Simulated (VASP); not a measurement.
# CdS (P3m1) in VASP: further runs

The runs below take CdS through single point, with PBEsol, HSE06, PBE0.

All numbers are computed with VASP 6.6.1; they aren't measurements. Logs are shortened: lines on timing, memory, paths and dates and some standing lists are left out, and cuts for length are marked.

## Step 1: The cell of the first run

The structure is trigonal, space group P3m1 (No. 156). The conventional cell has a = 4.261 Å, b = 4.261 Å, c = 5.804 Å, α = 90.00°, β = 90.00°, γ = 120.00°. Cd (site symmetry 3m) has 3 S at 2.46 Å within 3.2 Å. Within 3.2 Å of S (site symmetry 3m) lie 3 Cd at 2.46 Å.

## Step 2: Single point, PBEsol

The input, INCAR:

```
SYSTEM = CdS
PREC = Accurate ; ENCUT = 500
EDIFF = 1E-6 ; ISMEAR = 0
SIGMA = 0.01 ; LREAL = .False.
LASPH = .True. ; NELM = 120
ALGO = Normal ; ISIF = 2
LWAVE = .False. ; LCHARG = .False.
GGA = PS ; NBANDS = 16
GGA_COMPAT = .False.
```

The input, KPOINTS:

```
Automatic mesh
0
Gamma
  2 2 1
  0 0 0
```

The input, POSCAR:

```
CdS
1.0
    4.2611700000      0.0000000000      0.0000000000
   -2.1305800000      3.6902800000      0.0000000000
    0.0000000000      0.0000000000      5.8041700000
Cd S
1 1
Direct
    0.0000000000      0.0000000000      0.4426900000
    0.6666666667      0.3333333333      0.4343100000
```

Potentials or basis: VASP PAW PBE potentials, release 64 (Cd, S).

Command:

```bash
cat potpaw_PBE.64/Cd/POTCAR potpaw_PBE.64/S/POTCAR > POTCAR
mpirun -np 1 vasp_std > vasp.out
```

OUTCAR:

```text
SYSTEM = CdS
   PREC = Accurate
   ENCUT = 500
   EDIFF = 1E-6
   ISMEAR = 0
   LREAL = .False.
   LASPH = .True.
   NELM = 120
   ISIF = 2
   GGA = PS

 ion  position               nearest neighbor table
   1  0.000  0.000  0.443-   2 2.46   2 2.46   2 2.46
   2  0.667  0.333  0.434-   1 2.46   1 2.46   1 2.46

  LATTYP: Found a hexagonal cell.
 ALAT       =     4.2611700000
 C/A-ratio  =     1.3621071208

  Lattice vectors:

 A1 = (   4.2611700000,   0.0000000000,   0.0000000000)
 A2 = (  -2.1305800000,   3.6902800000,   0.0000000000)
 A3 = (   0.0000000000,   0.0000000000,   5.8041700000)

Analysis of symmetry for initial positions (statically):
=====================================================================
 Subroutine PRICEL returns:
 Original cell was already a primitive cell.

 Routine SETGRP: Setting up the symmetry group for a
 hexagonal supercell.

 Subroutine GETGRP returns: Found  6 space group operations
 (whereof  6 operations were pure point group operations)
 out of a pool of 24 trial point group operations.

The static configuration has the point symmetry C_3v.

Analysis of symmetry for dynamics (positions and initial velocities):
=====================================================================
 Subroutine PRICEL returns:
 Original cell was already a primitive cell.

 Routine SETGRP: Setting up the symmetry group for a
 hexagonal supercell.

 Subroutine GETGRP returns: Found  6 space group operations
 (whereof  6 operations were pure point group operations)
 out of a pool of 24 trial point group operations.

The dynamic configuration has the point symmetry C_3v.

 Subroutine INISYM returns: Found  6 space group operations
 (whereof  6 operations are pure point group operations),
 and found     1 'primitive' translations

----------------------------------------------------------------------------------------

                                     Primitive cell

  volume of cell :      91.2701

  direct lattice vectors                    reciprocal lattice vectors
     4.261170000  0.000000000  0.000000000     0.234677330  0.135490756  0.000000000
    -2.130580000  3.690280000  0.000000000     0.000000000  0.270982148  0.000000000
     0.000000000  0.000000000  5.804170000     0.000000000  0.000000000  0.172289923

  length of vectors
     4.261170000  4.261166227  5.804170000     0.270981908  0.270982148  0.172289923

  position of ions in fractional coordinates (direct lattice)
     0.000000000  0.000000000  0.442690000
     0.666666667  0.333333333  0.434310000

  ion indices of the primitive-cell ions
   primitive index   ion index
                 1           1
                 2           2

----------------------------------------------------------------------------------------

 KPOINTS: Automatic mesh

Automatic generation of k-mesh.
 Grid dimensions read from file:
 generate k-points for:    2    2    1

 Generating k-lattice:

  Cartesian coordinates                     Fractional coordinates (reciprocal lattice)
     0.117338665  0.067745378  0.000000000     0.500000000 -0.000000000  0.000000000
     0.000000000  0.135491074  0.000000000     0.000000000  0.500000000  0.000000000
     0.000000000  0.000000000  0.172289923     0.000000000  0.000000000  1.000000000

  Length of vectors
     0.135490954  0.135491074  0.172289923

  Shift w.r.t. Gamma in fractional coordinates (k-lattice)
     0.000000000  0.000000000  0.000000000

 Subroutine IBZKPT returns following result:
 ===========================================

 Found      2 irreducible k-points:

 Following reciprocal coordinates:
            Coordinates               Weight
  0.000000  0.000000  0.000000      1.000000
  0.500000 -0.000000  0.000000      3.000000
   k-points           NKPTS =      2   k-points in BZ     NKDIM =      2   number of bands    NBANDS=     16
   number of dos      NEDOS =    301   number of ions     NIONS =      2
   total plane-waves  NPLWV =  43008
   dimension x,y,z NGX =    32 NGY =   32 NGZ =   42
   dimension x,y,z NGXF=    64 NGYF=   64 NGZF=   84
   ions per type =               1   1
   NGX,Y,Z   is equivalent  to a cutoff of  12.48, 12.48, 12.03 a.u.
   NGXF,Y,Z  is equivalent  to a cutoff of  24.97, 24.97, 24.06 a.u.
 SYSTEM =  CdS
   PREC   = accura    normal or accurate (medium, high low for compatibility)
   ISTART =      0    job   : 0-new  1-cont  2-samecut
   ICHARG =      2    charge: 1-file 2-atom 10-const
   ISPIN  =      1    spin polarized calculation?
   LNONCOLLINEAR =      F non collinear calculations
   LSORBIT =      F    spin-orbit coupling
   LASPH  =      T    aspherical Exc in radial PAW
   ENCUT  =  500.0 eV  36.75 Ry    6.06 a.u.   7.77  7.77 10.58*2*pi/ulx,y,z
   NELM   =    120;   NELMIN=  2; NELMDL= -5     # of ELM steps
   EDIFF  = 0.1E-05   stopping-criterion for ELM
   LREAL  =      F    real-space projection
   EDIFFG = 0.1E-04   stopping-criterion for IOM
   NSW    =      0    number of steps for IOM
   IBRION =     -1    ionic relax: 0-MD 1-quasi-New 2-CG
   NFREE  =      0    steps in history (QN), initial steepest desc. (CG)
   ISIF   =      2    stress and relaxation
   ISYM   =      2    0-nonsym 1-usesym 2-fastsym
   POTIM  = 0.5000    time-step for ionic-motion
   TEBEG  =    0.0;   TEEND  =   0.0 temperature during run
   PSTRESS=    0.0 pullay stress
   NELECT =      18.0000    total number of electrons
   NUPDOWN=      -1.0000    fix difference up-down
   EMIN   =  10.00;   EMAX   =-10.00  energy-range for DOS
   EFERMI =   0.00;   METHOD = LEGACY
   ISMEAR =     0;   SIGMA  =   0.01  broadening in eV -4-tet -1-fermi 0-gaus
   EFERMI_NEDOS =   21; number of points for ismear=-14 and -15
   IALGO  =     38    algorithm
   IMIX   =      4    mixing-type and parameters
     AMIX     =   0.40;   BMIX     =  1.00
     AMIX_MAG =   1.60;   BMIX_MAG =  1.00
  volume/ion in A,a.u.               =      45.64       307.96
  Fermi-wavevector in a.u.,A,eV,Ry     =   0.952920  1.800757 12.354847  0.908056
  Thomas-Fermi vector in A             =   2.081527
   LORBIT       =      0    0 simple, 1 ext, 2 COOP (PROOUT), +10 PAW based schemes
   GGA     = PS    functional components
   LHFCALC =     F    Hartree Fock is set to
   AEXX    =    0.0000 exact exchange contribution
   IVDW    =     0    specifies the selected vdW correction
   LEPSILON=     F    determine dielectric tensor
   LRPA    =     F    only Hartree local field effects (RPA)
 non-spin polarized calculation
 Gauss-broadening in eV      SIGMA  =   0.01
  energy-cutoff  :      500.00
  volume of cell :       91.27
 maximum number of plane-waves:      2318
 NGX is ok and might be reduce to    32
   NGX = 15   NGY = 15   NGZ = 21

 number of electron      17.9999999 magnetization

 Free energy of the ion-electron system (eV)
  ---------------------------------------------------
  ext. energy  EPLUGINS =         0.00000000
  ---------------------------------------------------
  free energy    TOTEN  =        -5.35743078 eV

  energy without entropy =       -5.35743078  energy(sigma->0) =       -5.35743078

 E-fermi :  -1.8149     XC(G=0):  -6.1101

 val. band max:       -1.8609121304   @ k =   0.0000   0.0000   0.0000
 cond. band min:      -0.6390274177   @ k =   0.0000   0.0000   0.0000
 fundamental gap:      1.2218847127
 Fermi energy:        -1.8149008523

 k-point     1 :       0.0000    0.0000    0.0000
  band No.  band energies     occupation
      1     -13.4096      2.00000
      2      -9.7558      2.00000
      3      -9.7558      2.00000
      4      -9.3087      2.00000
      5      -9.3087      2.00000
      6      -9.0962      2.00000
[... 8 lines left out ...]
     15       8.8701      0.00000
     16       9.6951      0.00000

 k-point     2 :       0.5000   -0.0000    0.0000
  band No.  band energies     occupation
      1     -13.0564      2.00000
      2      -9.5258      2.00000
      3      -9.4720      2.00000
      4      -9.4112      2.00000
      5      -9.3239      2.00000
      6      -8.8472      2.00000
[... 8 lines left out ...]
     15       8.2208      0.00000
     16       8.6709      0.00000

------------------------ aborting loop because EDIFF is reached ----------------------------------------

  FORCE on cell =-STRESS in cart. coord.  units (eV):
  Direction    XX          YY          ZZ          XY          YZ          ZX
  --------------------------------------------------------------------------------------
  -------------------------------------------------------------------------------------
  Total       -0.1856658     -0.1856656      0.7615292     -0.0000003      0.0000000      0.0000000
  in kB       -3.2592238     -3.2592212     13.3680746     -0.0000044      0.0000000      0.0000000
  external PRESSURE =       2.2832099 kB  Pullay stress =       0.0000000 kB

 VOLUME and BASIS-vectors are now :
 -----------------------------------------------------------------------------
  energy-cutoff  :      500.00
  volume of cell :       91.27
      direct lattice vectors                 reciprocal lattice vectors
     4.261170000  0.000000000  0.000000000     0.234677330  0.135490756  0.000000000
    -2.130580000  3.690280000  0.000000000     0.000000000  0.270982148  0.000000000
     0.000000000  0.000000000  5.804170000     0.000000000  0.000000000  0.172289923

 POSITION                                       TOTAL-FORCE (eV/Angst)
 -----------------------------------------------------------------------------------
      0.00000      0.00000      2.56945         0.000000     -0.000000      0.023276
      2.13059      1.23009      2.52081        -0.000000      0.000000     -0.023276
 -----------------------------------------------------------------------------------
    total drift:                                0.000044      0.000013     -0.000607

  FREE ENERGIE OF THE ION-ELECTRON SYSTEM (eV)
  ---------------------------------------------------
  free  energy   TOTEN  =        -5.3574307768 eV

  energy  without entropy=       -5.3574307768  energy(sigma->0) =       -5.35743078
```

Wall time 3.4 s (1 thread of Intel Xeon 6975P-C (Granite Rapids), shared host); peak memory 0.18 GiB.

What came out:

| Quantity | Value |
| --- | --- |
| Free energy | -5.3574 eV |
| Pressure | 0.2 GPa |
| Largest force | 0.023 eV/Å |
| Band gap on the k mesh | 1.22 eV, direct |

Forces on the atoms (eV/Å):
```
Cd   0.000  0.000  0.023
S    0.000  0.000 -0.023
```

Caveat: the k points lie up to 1.08 Å⁻¹ apart; the PAW data sets were made with another functional, which shifts forces and pressure a little. A hybrid or GW would open this gap; PBEsol tends to underestimate it.

## Step 3: Single point, HSE06

POSCAR is that of step 2.

The input, INCAR.step1:

```
SYSTEM = CdS
ALGO     = Normal         ! electronic algorithm
EDIFF    = 1E-5           ! SCF threshold, eV
ENCUT    = 400            ! plane-wave cutoff, eV
GGA      = PE             ! functional
GGA_COMPAT= .FALSE.      
ISIF     = 2              ! what is computed and relaxed
ISMEAR   = 0              ! smearing method
LASPH    = .TRUE.         ! aspherical terms in the spheres
LCHARG   = .FALSE.        ! write CHGCAR
LREAL    = .FALSE.        ! projectors in reciprocal space
LWAVE    = .TRUE.         ! write WAVECAR
NBANDS   = 16             ! bands
NELM     = 120            ! most SCF steps
PREC     = Accurate       ! precision mode
SIGMA    = 0.01           ! smearing width, eV
```

The input, INCAR.step2:

```
SYSTEM = CdS
ALGO     = Normal         ! electronic algorithm
EDIFF    = 1E-6           ! SCF threshold, eV
ENCUT    = 400            ! plane-wave cutoff, eV
GGA      = PE             ! functional
GGA_COMPAT= .FALSE.      
HFSCREEN = 0.2079         ! screening, 1/A
ISIF     = 2              ! what is computed and relaxed
ISMEAR   = 0              ! smearing method
ISTART   = 1            
LASPH    = .TRUE.         ! aspherical terms in the spheres
LCHARG   = .FALSE.        ! write CHGCAR
LHFCALC  = .TRUE.         ! exact exchange
LREAL    = .FALSE.        ! projectors in reciprocal space
LWAVE    = .FALSE.        ! write WAVECAR
NBANDS   = 16             ! bands
NELM     = 120            ! most SCF steps
PREC     = Accurate       ! precision mode
PRECFOCK = Normal       
SIGMA    = 0.01           ! smearing width, eV
```

The input, KPOINTS:

```
k-points
0
G
  2 2 1
  0 0 0
```

Potentials or basis: VASP PAW PBE potentials, release 64 (Cd, S).

Command:

```bash
cat potpaw_PBE.64/Cd/POTCAR potpaw_PBE.64/S/POTCAR > POTCAR
cp INCAR.step1 INCAR
mpirun -np 1 vasp_std > vasp.out
cp INCAR.step2 INCAR
mpirun -np 1 vasp_std > vasp.out
```

It took 12 s on 1 thread of Intel Xeon 6975P-C (Granite Rapids), shared host; peak memory 0.27 GiB.

It converged, with:

- Free energy: -6.4970 eV
- Pressure: 0.3 GPa
- Largest force: 0.012 eV/Å
- Band gap on the k mesh: 2.51 eV, direct

Forces on the atoms (eV/Å):
```
Cd   0.000  0.000  0.012
S    0.000  0.000 -0.012
```

Stress tensor (GPa, compression positive):
```
0.13 0.00 0.00
0.00 0.13 0.00
0.00 0.00 0.75
```

Levels at points of the mesh, in eV from the valence-band top:
```
           k point  band 7  band 8  band 9  band 10  band 11  band 12
(0.00, 0.00, 0.00)   -1.18    0.00    0.00     2.51     6.32     8.07
(0.50, 0.00, 0.00)   -3.76   -1.34   -0.23     4.77     6.07     7.57
```

Caveat: the k points lie up to 1.08 Å⁻¹ apart; the PAW data sets were made with another functional, which shifts forces and pressure a little.

## Step 4: Single point, PBE0

POSCAR is that of step 3.

The input, INCAR.step1:

```
ALGO     = Normal         # electronic algorithm
EDIFF    = 1E-5           # SCF threshold, eV
ENCUT    = 400            # plane-wave cutoff, eV
GGA      = PE             # functional
GGA_COMPAT= F            
ISIF     = 2              # what is computed and relaxed
ISMEAR   = 0              # smearing method
LASPH    = T              # aspherical terms in the spheres
LREAL    = F              # projectors in reciprocal space
LWAVE    = T              # write WAVECAR
NBANDS   = 16             # bands
NELM     = 120            # most SCF steps
PREC     = Accurate       # precision mode
SIGMA    = 0.01           # smearing width, eV
```

The input, INCAR.step2:

```
AEXX     = 0.25           # exact-exchange fraction
ALGO     = Normal         # electronic algorithm
EDIFF    = 1E-6           # SCF threshold, eV
ENCUT    = 400            # plane-wave cutoff, eV
GGA      = PE             # functional
GGA_COMPAT= F            
ISIF     = 2              # what is computed and relaxed
ISMEAR   = 0              # smearing method
ISTART   = 1            
LASPH    = T              # aspherical terms in the spheres
LCHARG   = T              # write CHGCAR
LELF     = T              # ELF
LHFCALC  = T              # exact exchange
LREAL    = F              # projectors in reciprocal space
LVHAR    = T            
LWAVE    = F              # write WAVECAR
NBANDS   = 16             # bands
NELM     = 120            # most SCF steps
PREC     = Accurate       # precision mode
PRECFOCK = Normal       
SIGMA    = 0.01           # smearing width, eV
```

The input, KPOINTS:

```
k-points
0
Gamma
  2 2 1
```

Command:

```bash
cat potpaw_PBE.64/Cd/POTCAR potpaw_PBE.64/S/POTCAR > POTCAR
cp INCAR.step1 INCAR
mpirun -np 1 vasp_std > vasp.out
cp INCAR.step2 INCAR
mpirun -np 1 vasp_std > vasp.out
```

It took 8.7 s on 1 thread of Intel Xeon 6975P-C (Granite Rapids), shared host; peak memory 0.17 GiB.

Results (log left out):

| Item | Value |
| --- | --- |
| Free energy | -7.2050 eV |
| Pressure | 0.2 GPa |
| Largest force | 0.013 eV/Å |
| Band gap on the k mesh | 3.33 eV, direct |

Forces in eV/Å, atoms in the order of the input:
```
Cd   0.000  0.000  0.013
S    0.000  0.000 -0.013
```

Stress tensor (GPa, compression positive):
```
-0.05  0.00  0.00
 0.00 -0.05  0.00
 0.00  0.00  0.75
```

Levels at points of the mesh, in eV from the valence-band top:
```csv
k point,band 5,band 6,band 7,band 8,band 9,band 10,band 11,band 12,band 13,band 14
"(0.00, 0.00, 0.00)",-8.49,-8.24,-1.18,0.00,0.00,3.33,7.12,8.89,8.89,8.90
"(0.50, 0.00, 0.00)",-8.51,-7.93,-3.77,-1.34,-0.24,5.59,6.89,8.37,9.00,11.92
```

Caveat: the k points lie up to 1.08 Å⁻¹ apart; the PAW data sets were made with another functional, which shifts forces and pressure a little.

## Step 5: The runs side by side

```csv
level,cutoff (eV),grid for exact exchange (PRECFOCK),screening parameter,gap on the mesh (eV),pressure (GPa),largest force (eV/Å)
PBEsol,500,-,-,1.22,0.2,0.02
HSE06,400,Normal,0.2079 1/Å,2.51,0.3,0.01
PBE0,400,Normal,-,3.33,0.2,0.01
```

Alike in all rows: task single point; potentials or basis VASP PAW PBE potentials, release 64 (Cd, S); no spin polarisation; cell as given; k mesh 2 × 2 × 1; smearing gaussian 0.01 eV.

Caveats: all runs use coarse meshes; the PAW data sets were made with another functional, which shifts forces and pressure a little.

Total energies depend on the potentials used, so only differences within one code and one set of settings carry meaning.
